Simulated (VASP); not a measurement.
Wanted: the native input for a VASP 6.6.1 run.

| Item | Value |
| --- | --- |
| Task | single point |
| Functional | PBEsol |
| Potentials or basis | VASP PAW PBE potentials, release 64 (Mn_pv, S) |
| Cutoff | 520 eV |
| k mesh | 9 × 9 × 9 |
| Occupations | fermi-dirac, width 0.15 eV |
| Spin | collinear spin, ferromagnetic start |
| Starting moments | [2.8, 0.0] μB |
| Dipole correction | no |
| Further INCAR settings | ALGO = Normal; EDIFF = 1e-06; NBANDS = 20 |

The structure of MnS lies in POSCAR:

```
MnS
1.0
    3.0990400000      0.0000000000      0.0000000000
    0.0000000000      3.0990400000      0.0000000000
    0.0000000000      0.0000000000      3.0990400000
Mn S
1 1
Direct
    0.5000000000      0.5000000000      0.5000000000
    0.0000000000      0.0000000000      0.0000000000
```

One way to write it, as run:

INCAR

```
SYSTEM = MnS
PREC = Accurate ; ENCUT = 520
EDIFF = 1E-6 ; ISMEAR = -1
SIGMA = 0.15 ; LREAL = .False.
LASPH = .True. ; NELM = 150
ALGO = Normal ; ISIF = 2
LWAVE = .False. ; LCHARG = .False.
ISPIN = 2 ; MAGMOM = 2.8 0
LORBIT = 11 ; LMAXMIX = 4
GGA = PS ; NBANDS = 20
```

KPOINTS

```
Automatic mesh
0
Gamma
  9 9 9
  0 0 0
```

Potentials or basis: VASP PAW PBE potentials, release 64 (Mn_pv, S).

Launch:

```sh
$ cat potpaw_PBE.64/Mn_pv/POTCAR potpaw_PBE.64/S/POTCAR > POTCAR
$ mpirun -np 1 vasp_std > vasp.out
```

It gave:

| Quantity | Value |
| --- | --- |
| Pressure | -11.1 GPa |
| Net moment | 3.44 μB per cell |
| Site moments | Mn +3.40; S -0.09 μB |
| Valence electrons inside the program's atomic spheres | Mn 11.42; S 3.61 |

Caveat: the cell stands under tension; the PAW data sets were made with another functional, which shifts forces and pressure a little; a cell with one magnetic atom can't hold antiferromagnetic order, which such compounds often take.

Run time: 45 s on 1 thread of Intel Xeon 8259CL, with other jobs on the host, peak memory 0.16 GiB.
